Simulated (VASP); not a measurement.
# CdTe (F-43m) in VASP: settings compared, part 2 of 2

VASP 6.6.1. The steps go on from the part before.

### 3 Electric field gradients, RPBE

This run uses another cell than the first one, of 32.92 Å³/atom, 0.943 times its volume.

Contents of INCAR:

```
  ALGO = Normal
  EDIFF = 1E-8
  ENCUT = 520
  GGA = RP
  ISIF = 2
  ISMEAR = -1
  ISYM = 0
  LASPH = T
  LCHARG = F
  LEFG = T
  LREAL = F
  LWAVE = F
  NBANDS = 16
  NELM = 80
  PREC = Accurate
  SIGMA = 0.08
```

Contents of KPOINTS:

```
k-points
0
Gamma
  9 9 9
```

Contents of POSCAR:

```
CdTe
1.0
    0.0000000000      3.2050000000      3.2050000000
    3.2050000000      0.0000000000      3.2050000000
    3.2050000000      3.2050000000      0.0000000000
Cd Te
1 1
Direct
    0.0000000000      0.0000000000      0.0000000000
    0.7500000000      0.7500000000      0.7500000000
```

Potentials or basis: VASP PAW PBE potentials, release 64 (Cd, Te).

On the command line:

```bash
$ cat potpaw_PBE.64/Cd/POTCAR potpaw_PBE.64/Te/POTCAR > POTCAR
$ mpirun -np 1 vasp_std > vasp.out
```

OUTCAR:

```text
EDIFF = 1E-8
   ENCUT = 520
   GGA = RP
   ISIF = 2
   ISMEAR = -1
   ISYM = 0
   LASPH = T
   LREAL = F
   NELM = 80
   PREC = Accurate

 ion  position               nearest neighbor table
   1  0.000  0.000  0.000-   2 2.78   2 2.78   2 2.78   2 2.78
   2  0.750  0.750  0.750-   1 2.78   1 2.78   1 2.78   1 2.78

IMPORTANT INFORMATION: All symmetrisations will be switched off!
NOSYMM: (Re-)initialisation of all symmetry stuff for point group C_1.

----------------------------------------------------------------------------------------

                                     Primitive cell

  volume of cell :      65.8437

  direct lattice vectors                    reciprocal lattice vectors
     0.000000000  3.205000000  3.205000000    -0.156006240  0.156006240  0.156006240
     3.205000000  0.000000000  3.205000000     0.156006240 -0.156006240  0.156006240
     3.205000000  3.205000000  0.000000000     0.156006240  0.156006240 -0.156006240

  length of vectors
     4.532554467  4.532554467  4.532554467     0.270210734  0.270210734  0.270210734

  position of ions in fractional coordinates (direct lattice)
     0.000000000  0.000000000  0.000000000
     0.750000000  0.750000000  0.750000000

  ion indices of the primitive-cell ions
   primitive index   ion index
                 1           1
                 2           2

----------------------------------------------------------------------------------------

 KPOINTS: k-points

Automatic generation of k-mesh.
 Grid dimensions read from file:
 generate k-points for:    9    9    9

 Generating k-lattice:

  Cartesian coordinates                     Fractional coordinates (reciprocal lattice)
[... 112 lines left out ...]
 fundamental gap:      1.0234170350
 Fermi energy:         3.3660309336

 k-point     1 :       0.0000    0.0000    0.0000
  band No.  band energies     occupation
      1      -8.5584      2.00000
      2      -5.6437      2.00000
      3      -5.6437      2.00000
      4      -5.6437      2.00000
      5      -5.3599      2.00000
      6      -5.3599      2.00000
[... 433 lines left out ...]
      3      -5.6010      2.00000
      4      -5.5150      2.00000
      5      -5.3664      2.00000
      6      -5.3528      2.00000
[... 8 lines left out ...]
     15      12.0460      0.00000
     16      12.1878      0.00000

 [... further k-points ...]
[... 5 lines left out ...]
  --------------------------------------------------------------------------------------
  -------------------------------------------------------------------------------------
  Total        2.5187792      2.5187792      2.5187792      0.0000067      0.0000068      0.0000067
  in kB       61.2895711     61.2895715     61.2895717      0.0001634      0.0001650      0.0001642
  external PRESSURE =      61.2895714 kB  Pullay stress =       0.0000000 kB

 VOLUME and BASIS-vectors are now :
 -----------------------------------------------------------------------------
  energy-cutoff  :      520.00
  volume of cell :       65.84
      direct lattice vectors                 reciprocal lattice vectors
     0.000000000  3.205000000  3.205000000    -0.156006240  0.156006240  0.156006240
     3.205000000  0.000000000  3.205000000     0.156006240 -0.156006240  0.156006240
     3.205000000  3.205000000  0.000000000     0.156006240  0.156006240 -0.156006240

 POSITION                                       TOTAL-FORCE (eV/Angst)
 -----------------------------------------------------------------------------------
      0.00000      0.00000      0.00000         0.000004      0.000004      0.000004
      4.80750      4.80750      4.80750        -0.000004     -0.000004     -0.000004
 -----------------------------------------------------------------------------------
    total drift:                                0.000003      0.000003      0.000002

  FREE ENERGIE OF THE ION-ELECTRON SYSTEM (eV)
  ---------------------------------------------------
  free  energy   TOTEN  =        -4.0242467305 eV

  energy  without entropy=       -4.0242291366  energy(sigma->0) =       -4.02423793

 Electric field gradients (V/A^2)
---------------------------------------------------------------------
 ion       V_xx      V_yy      V_zz      V_xy      V_xz      V_yz
---------------------------------------------------------------------
   1       0.000     0.000    -0.000     0.001     0.001     0.001
   2       0.000     0.000    -0.000    -0.000    -0.000    -0.000
---------------------------------------------------------------------

 Electric field gradients after diagonalization (V/A^2)
 (convention: |V_zz| > |V_xx| > |V_yy|)
----------------------------------------------------------------------
 ion       V_xx      V_yy      V_zz     asymmetry (V_yy - V_xx)/ V_zz
----------------------------------------------------------------------
   1      -0.001    -0.001     0.002       0.001
   2       0.000     0.000    -0.000       0.139
----------------------------------------------------------------------

           NMR quadrupolar parameters

 Cq : quadrupolar parameter    Cq=e*Q*V_zz/h
 eta: asymmetry parameters     (V_yy - V_xx)/ V_zz
 Q  : nuclear electric quadrupole moment in mb (millibarn)
----------------------------------------------------------------------
 ion       Cq(MHz)       eta       Q (mb)
----------------------------------------------------------------------
   1       0.000       0.001       1.000
   2      -0.000       0.139       1.000
----------------------------------------------------------------------
```

stdout:

```text
POSCAR found type information on POSCAR CdTe
 POSCAR found :  2 types and       2 ions
 scaLAPACK will be used
 -----------------------------------------------------------------------------
|                                                                             |
|                                                                             |
|     You enforced a specific xc type in the INCAR file but a different       |
|     I HOPE YOU KNOW WHAT YOU ARE DOING!                                     |
|                                                                             |
 -----------------------------------------------------------------------------

 LDA part: xc-table for (Slater+PW92), standard interpolation
 POSCAR, INCAR and KPOINTS ok, starting setup
 FFT: planning ... GRIDC
 FFT: planning ... GRID_SOFT
 FFT: planning ... GRID
 WAVECAR not read
 entering main loop
ion   1

     0.0000561    -0.0000119    -0.0000117     0.0000008    -0.0000117    -0.0000002
     0.0000772    -0.0000119    -0.0000117     0.0000008    -0.0000117    -0.0000002
     0.0001064    -0.0000118    -0.0000117     0.0000008    -0.0000117    -0.0000002
     0.0001465    -0.0000118    -0.0000117     0.0000008    -0.0000116    -0.0000002

ion   2

     0.0000585     0.0000582     0.0000358     0.0000082     0.0000422     0.0000001
     0.0000806     0.0000581     0.0000358     0.0000082     0.0000422     0.0000001
     0.0001110     0.0000581     0.0000358     0.0000082     0.0000422     0.0000001
     0.0001528     0.0000581     0.0000358     0.0000082     0.0000422     0.0000001
```

Run time: 5.2 min. Hardware: 1 thread of Intel Xeon 6975P-C (Granite Rapids), shared host; peak memory 0.53 GiB.

Results:

```yaml
Free_energy: -4.0242 eV
Pressure: 6.1 GPa
Band_gap_on_the_k_mesh: 1.02 eV, direct
```

Caveat: without QUAD_EFG the Cq values of the log hold for a quadrupole moment of 1 mb, not for the nuclei; the PAW data sets were made with another functional, which shifts forces and pressure a little; spin-orbit coupling is left out, which moves the levels of the heavy elements.
